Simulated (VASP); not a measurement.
# Co (P6_3/mmc) in VASP: settings compared, part 2 of 3

VASP 6.6.1. Earlier steps stand in the parts before.

## (3) Single point, RPBE+D3(BJ), collinear spin, ferromagnetic start

This run uses another cell than the first one, of 10.90 Å³/atom.

INCAR

```
PREC = Accurate ; ENCUT = 690
EDIFF = 1E-6 ; ISMEAR = -1
SIGMA = 0.05 ; LREAL = False
LASPH = True ; NELM = 200
ALGO = Normal ; ISIF = 2
LWAVE = False ; LCHARG = True
ISPIN = 2 ; MAGMOM = 2 2 2 2
LORBIT = 11 ; LMAXMIX = 4
GGA = RP ; IVDW = 12
LELF = True ; LVHAR = True
NBANDS = 46 ; GGA_COMPAT = False
```

KPOINTS

```
regular mesh
0
Gamma
  12 12 4
```

POSCAR

```
Co
1.0
    2.4869235940      0.0000000000      0.0000000000
   -1.2434617971      2.1537390097      0.0000000000
    0.0000000000      0.0000000000      8.1417998233
Co
4
Direct
    0.6666666667      0.3333333333      0.7500000000
    0.0000000000      0.0000000000      0.5000000000
    0.3333333333      0.6666666667      0.2500000000
    0.0000000000      0.0000000000      0.0000000000
```

Potentials or basis: VASP PAW PBE potentials, release 64 (Co_sv).

Started as:

```
$ cat potpaw_PBE.64/Co_sv/POTCAR > POTCAR
$ mpirun -np 1 vasp_std > vasp.out
```

OUTCAR:

```text
PREC = Accurate
   ENCUT = 690
   EDIFF = 1E-6
   ISMEAR = -1
   LREAL = False
   LASPH = True
   NELM = 200
   ISIF = 2
   ISPIN = 2
   LORBIT = 11
   GGA = RP
   IVDW = 12
 IVDW          = 12

 ion  position               nearest neighbor table
   1  0.667  0.333  0.750-   2 2.49   4 2.49   2 2.49   4 2.49   2 2.49   4 2.49
   2  0.000  0.000  0.500-   1 2.49   3 2.49   1 2.49   3 2.49   1 2.49   3 2.49
   3  0.333  0.667  0.250-   2 2.49   4 2.49   2 2.49   4 2.49   2 2.49   4 2.49
   4  0.000  0.000  0.000-   1 2.49   3 2.49   1 2.49   3 2.49   1 2.49   3 2.49

  LATTYP: Found a hexagonal cell.
 ALAT       =     2.4869235940
 C/A-ratio  =     3.2738439745

  Lattice vectors:

 A1 = (   2.4869235940,   0.0000000000,   0.0000000000)
 A2 = (  -1.2434617971,   2.1537390097,   0.0000000000)
 A3 = (   0.0000000000,   0.0000000000,   8.1417998233)

Analysis of symmetry for initial positions (statically):
[... 2561 lines left out ...]
------------------------ aborting loop because EDIFF is reached ----------------------------------------

 Edisp (eV)   -8.42531

 E8    (eV) :    -5.4702

  FORCE on cell =-STRESS in cart. coord.  units (eV):
  Direction    XX          YY          ZZ          XY          YZ          ZX
  --------------------------------------------------------------------------------------
  -------------------------------------------------------------------------------------
  Total      -6.51787    -6.51787    -7.51198     0.00000     0.00000    -0.00000
  in kB    -239.46422  -239.46422  -275.98711     0.00000     0.00000    -0.00000
  external pressure =     -251.64 kB  Pullay stress =        0.00 kB

 VOLUME and BASIS-vectors are now :
 -----------------------------------------------------------------------------
  energy-cutoff  :      690.00
  volume of cell :       43.61
      direct lattice vectors                 reciprocal lattice vectors
     2.486923594  0.000000000  0.000000000     0.402103226  0.232154406  0.000000000
    -1.243461797  2.153739010  0.000000000     0.000000000  0.464308812  0.000000000
     0.000000000  0.000000000  8.141799823     0.000000000  0.000000000  0.122822966

 POSITION                                       TOTAL-FORCE (eV/Angst)
 -----------------------------------------------------------------------------------
      1.24346      0.71791      6.10635        -0.000000      0.000000      0.000000
      0.00000      0.00000      4.07090         0.000000      0.000000      0.000000
     -0.00000      1.43583      2.03545         0.000000      0.000000     -0.000000
      0.00000      0.00000      0.00000         0.000000      0.000000      0.000000
 -----------------------------------------------------------------------------------
    total drift:                               -0.000000      0.000000      0.000000

  FREE ENERGIE OF THE ION-ELECTRON SYSTEM (eV)
  ---------------------------------------------------
  free  energy   TOTEN  =       -34.8336549386 eV

  energy  without entropy=      -34.8016857252  energy(sigma->0) =      -34.81767033

 total charge

# of ion       s       p       d       tot
------------------------------------------
    1        2.244   6.124   6.678  15.046
    2        2.245   6.122   6.685  15.052
    3        2.244   6.124   6.678  15.046
    4        2.245   6.122   6.685  15.052
--------------------------------------------------
tot          8.979  24.492  26.726  60.197

 magnetization (x)

# of ion       s       p       d       tot
------------------------------------------
    1       -0.003  -0.014   1.781   1.764
    2       -0.003  -0.013   1.760   1.743
    3       -0.003  -0.014   1.781   1.764
    4       -0.003  -0.013   1.760   1.743
--------------------------------------------------
tot         -0.013  -0.055   7.082   7.013
```

OSZICAR:

```text
N       E                     dE             d eps       ncg     rms          rms(c)
DAV:   1     0.177136920220E+04    0.17714E+04   -0.40177E+04 13156   0.536E+03
DAV:   2     0.325757155901E+03   -0.14456E+04   -0.13932E+04 13612   0.131E+03
DAV:   3    -0.446814235489E+01   -0.33023E+03   -0.31835E+03 15744   0.652E+02
DAV:   4    -0.290265826423E+02   -0.24558E+02   -0.24462E+02 16296   0.161E+02
DAV:   5    -0.305538289074E+02   -0.15272E+01   -0.15270E+01 16442   0.562E+01    0.233E+01
DAV:   6    -0.273918122569E+02    0.31620E+01   -0.34296E+01 14400   0.114E+02    0.229E+01
DAV:   7    -0.265318013589E+02    0.86001E+00   -0.55202E+00 13784   0.501E+01    0.105E+01
DAV:   8    -0.287958516054E+02   -0.22641E+01   -0.94508E+00 14216   0.614E+01    0.294E+01
DAV:   9    -0.263977506540E+02    0.23981E+01   -0.36631E+00 15088   0.383E+01    0.372E+00
DAV:  10    -0.264048175520E+02   -0.70669E-02   -0.26571E-01 16404   0.102E+01    0.204E+00
DAV:  11    -0.264085666937E+02   -0.37491E-02   -0.55596E-02 15472   0.335E+00    0.119E+00
DAV:  12    -0.264077840000E+02    0.78269E-03   -0.84623E-03 20104   0.184E+00    0.421E-01
DAV:  13    -0.264080838471E+02   -0.29985E-03   -0.16539E-03 14832   0.529E-01    0.206E-01
DAV:  14    -0.264082909203E+02   -0.20707E-03   -0.20521E-04 16316   0.249E-01    0.777E-02
DAV:  15    -0.264083400194E+02   -0.49099E-04   -0.10469E-04 16050   0.131E-01    0.324E-02
DAV:  16    -0.264083446301E+02   -0.46106E-05   -0.15267E-05 12206   0.716E-02    0.159E-02
DAV:  17    -0.264083427431E+02    0.18870E-05   -0.33813E-06  9308   0.365E-02    0.872E-03
DAV:  18    -0.264083426200E+02    0.12313E-06   -0.78562E-07  6902   0.261E-02
   1 F= -.34833655E+02 E0= -.34817670E+02  d E =-.319692E-01  mag=     6.7211
```

Run time: 6.6 min. Hardware: 1 thread of Intel Xeon Platinum 8259CL at 2.50GHz (Skylake/Cascade Lake), shared host; peak memory 0.37 GiB.

What came out:

- Free energy: -34.8337 eV
- Pressure: -25.2 GPa
- Net moment: 6.72 μB per cell
- Site moments: Co +1.76, +1.74 (each value once) μB
- Valence electrons inside the program's atomic spheres: Co 15.05
- Dispersion energy per atom: -2.106 eV

Levels at points of the mesh, in eV from the Fermi level:
Spin up:
```tsv
k point	band 36	band 37	band 38	band 39	band 40	band 41
(0.00, 0.00, 0.00)	-1.28	-1.28	-0.90	-0.90	-0.39	6.01
(0.50, 0.00, 0.00)	-0.63	0.17	1.26	2.34	2.96	6.81
(0.00, 0.00, 0.50)	-1.75	-1.07	-1.07	-1.07	-1.07	8.99
(0.50, 0.00, 0.50)	-0.67	1.12	1.12	2.67	2.67	7.16
```
Spin down:
| k point | band 27 | band 28 | band 29 | band 30 | band 31 | band 32 | band 33 | band 34 |
| --- | --- | --- | --- | --- | --- | --- | --- | --- |
| (0.00, 0.00, 0.00) | -1.08 | -0.80 | -0.80 | -0.77 | -0.77 | -0.50 | 0.11 | 0.11 |
| (0.50, 0.00, 0.00) | -0.79 | -0.06 | -0.02 | 0.38 | 1.22 | 1.24 | 1.26 | 1.27 |
| (0.00, 0.00, 0.50) | -1.00 | -1.00 | -0.90 | -0.90 | -0.90 | -0.90 | 0.29 | 0.29 |
| (0.50, 0.00, 0.50) | -0.80 | -0.80 | -0.26 | -0.26 | 0.85 | 0.85 | 1.24 | 1.24 |

Caveat: the cell stands under tension; the dispersion term is far too large for a dense solid, which distorts pressure and volume; the PAW data sets were made with another functional, which shifts forces and pressure a little.

## (4) Single point, PBE, collinear spin, ferromagnetic start

INCAR

```
SYSTEM = Co
  ALGO = Normal
  EDIFF = 1E-6
  ENCUT = 520
  GGA = PE
  ISIF = 2
  ISMEAR = 0
  ISPIN = 2
  LASPH = .True.
  LCHARG = .False.
  LMAXMIX = 4
  LORBIT = 11
  LREAL = .False.
  LWAVE = .False.
  MAGMOM = 2 2 2 2
  NBANDS = 30
  NELM = 150
  PREC = Accurate
  SIGMA = 0.028000000000000004
```

KPOINTS

```
k-points
0
Gamma
  12 12 4
  0 0 0
```

POSCAR

```
Co
1.0
    2.4705617809      0.0000000000      0.0000000000
   -1.2352808905      2.1395692639      0.0000000000
    0.0000000000      0.0000000000      8.0882338000
Co
4
Direct
    0.6666666667      0.3333333333      0.7500000000
    0.0000000000      0.0000000000      0.5000000000
    0.3333333333      0.6666666667      0.2500000000
    0.0000000000      0.0000000000      0.0000000000
```

Potentials or basis: VASP PAW PBE potentials, release 64 (Co).

Started as:

```
$ cat potpaw_PBE.64/Co/POTCAR > POTCAR
$ mpirun -np 1 vasp_std > vasp.out
```

OUTCAR:

```text
SYSTEM = Co
   EDIFF = 1E-6
   ENCUT = 520
   GGA = PE
   ISIF = 2
   ISMEAR = 0
   ISPIN = 2
   LASPH = .True.
   LORBIT = 11
   LREAL = .False.
   NELM = 150
   PREC = Accurate

 ion  position               nearest neighbor table
   1  0.667  0.333  0.750-   2 2.47   4 2.47   2 2.47   4 2.47   2 2.47   4 2.47
   2  0.000  0.000  0.500-   1 2.47   3 2.47   1 2.47   3 2.47   1 2.47   3 2.47
   3  0.333  0.667  0.250-   2 2.47   4 2.47   2 2.47   4 2.47   2 2.47   4 2.47
   4  0.000  0.000  0.000-   1 2.47   3 2.47   1 2.47   3 2.47   1 2.47   3 2.47

  LATTYP: Found a hexagonal cell.
 ALAT       =     2.4705617809
[... 1817 lines left out ...]
     2.470561781  0.000000000  0.000000000     0.404766239  0.233691897  0.000000000
    -1.235280890  2.139569264  0.000000000     0.000000000  0.467383794  0.000000000
     0.000000000  0.000000000  8.088233800     0.000000000  0.000000000  0.123636386

 POSITION                                       TOTAL-FORCE (eV/Angst)
 -----------------------------------------------------------------------------------
      1.23528      0.71319      6.06618        -0.000000     -0.000000      0.000000
      0.00000      0.00000      4.04412         0.000000      0.000000     -0.000000
     -0.00000      1.42638      2.02206         0.000000     -0.000000     -0.000000
      0.00000      0.00000      0.00000        -0.000000      0.000000     -0.000000
 -----------------------------------------------------------------------------------
    total drift:                                0.000000     -0.000000      0.000000

  FREE ENERGIE OF THE ION-ELECTRON SYSTEM (eV)
  ---------------------------------------------------
  free  energy   TOTEN  =       -28.1014887004 eV

  energy  without entropy=      -28.0996050112  energy(sigma->0) =      -28.10054686

 total charge

# of ion       s       p       d       tot
------------------------------------------
    1        0.497   0.539   7.263   8.298
    2        0.498   0.535   7.272   8.304
    3        0.497   0.539   7.263   8.298
    4        0.498   0.535   7.272   8.304
--------------------------------------------------
tot          1.988   2.147  29.070  33.205

 magnetization (x)

# of ion       s       p       d       tot
------------------------------------------
    1       -0.013  -0.052   1.737   1.672
    2       -0.013  -0.048   1.710   1.648
    3       -0.013  -0.052   1.737   1.672
    4       -0.013  -0.048   1.710   1.648
--------------------------------------------------
tot         -0.052  -0.201   6.894   6.642
```

OSZICAR:

```text
N       E                     dE             d eps       ncg     rms          rms(c)
DAV:   1     0.239579865847E+03    0.23958E+03   -0.15700E+04  6976   0.164E+03
DAV:   2    -0.170813218257E+02   -0.25666E+03   -0.23909E+03  6840   0.309E+02
DAV:   3    -0.319223939877E+02   -0.14841E+02   -0.14006E+02  7584   0.101E+02
DAV:   4    -0.321890742072E+02   -0.26668E+00   -0.26627E+00  8536   0.132E+01
DAV:   5    -0.321993106777E+02   -0.10236E-01   -0.10236E-01  9352   0.201E+00    0.215E+01
DAV:   6    -0.287877938083E+02    0.34115E+01   -0.24672E+01  7640   0.735E+01    0.965E+00
DAV:   7    -0.285191544907E+02    0.26864E+00   -0.46008E+00  7880   0.376E+01    0.114E+01
DAV:   8    -0.288598526558E+02   -0.34070E+00   -0.60066E+00  7982   0.476E+01    0.134E+01
DAV:   9    -0.281226247822E+02    0.73723E+00   -0.16832E+00  8286   0.266E+01    0.260E+00
DAV:  10    -0.281035040784E+02    0.19121E-01   -0.13229E-01  8314   0.417E+00    0.856E-01
DAV:  11    -0.281011805111E+02    0.23236E-02   -0.12592E-02  8482   0.982E-01    0.381E-01
DAV:  12    -0.281013209808E+02   -0.14047E-03   -0.13730E-03 10236   0.394E-01    0.183E-01
DAV:  13    -0.281014818020E+02   -0.16082E-03   -0.33895E-04  8270   0.298E-01    0.761E-02
DAV:  14    -0.281014912735E+02   -0.94715E-05   -0.16307E-04 12032   0.221E-01    0.591E-02
DAV:  15    -0.281014931812E+02   -0.19077E-05   -0.25376E-05  8348   0.756E-02    0.383E-02
DAV:  16    -0.281014882225E+02    0.49587E-05   -0.15418E-05  7150   0.820E-02    0.650E-03
DAV:  17    -0.281014887004E+02   -0.47783E-06   -0.20549E-06  4690   0.155E-02
   1 F= -.28101489E+02 E0= -.28100547E+02  d E =-.188369E-02  mag=     6.5825
```

It took 4.7 min on 1 thread of AMD EPYC 7R43 (Zen 3), shared host; peak memory 0.19 GiB.

What came out:

| Quantity | Value |
| --- | --- |
| Free energy | -28.1015 eV |
| Pressure | 3.8 GPa |
| Net moment | 6.58 μB per cell |
| Site moments | Co +1.67, +1.65 (each value once) μB |
| Valence electrons inside the program's atomic spheres | Co 8.30 |

Caveat: the cell stands under pressure.

(Continued in part 3 of 3.)
